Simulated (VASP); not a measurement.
Zr2N, 6 atoms in the cell. It takes space group P4_2/mnm (No. 136, tetragonal). Conventional cell: a = 5.413 Å, b = 5.413 Å, c = 3.308 Å, α = 90.00°, β = 90.00°, γ = 90.00°. Within 3.0 Å of Zr (site symmetry m2m) lie 3 N at 2.27 Å. Within 3.0 Å of N (site symmetry mmm) lie 6 Zr at 2.27 Å. 

```yaml
Program: VASP 6.6.1
Task: single point
Functional: PBEsol
Potentials_or_basis: VASP PAW PBE potentials, release 64 (Zr_sv, N)
Cutoff: 520 eV
k_mesh: 6 × 6 × 10
Occupations: gaussian, width 0.1 eV
Spin: no spin polarisation
Dipole_correction: no
Further_INCAR_settings: ALGO = Normal; EDIFF = 1e-06; NBANDS = 38
```

Potentials or basis: VASP PAW PBE potentials, release 64 (Zr_sv, N).

Launch:

```console
$ cat potpaw_PBE.64/Zr_sv/POTCAR potpaw_PBE.64/N/POTCAR > POTCAR
$ mpirun -np 1 vasp_std > vasp.out
```

Hardware: 1 thread of Intel(R) Xeon(R) 6975P-C (Granite Rapids), with other jobs on the host.

**Question.** How long does it take, and how much memory?

**Answer.** Wall time 82 s on 1 thread of Intel(R) Xeon(R) 6975P-C (Granite Rapids) (shared host), peak memory 0.3 GiB. Counts: scf iterations 14, k points 60.
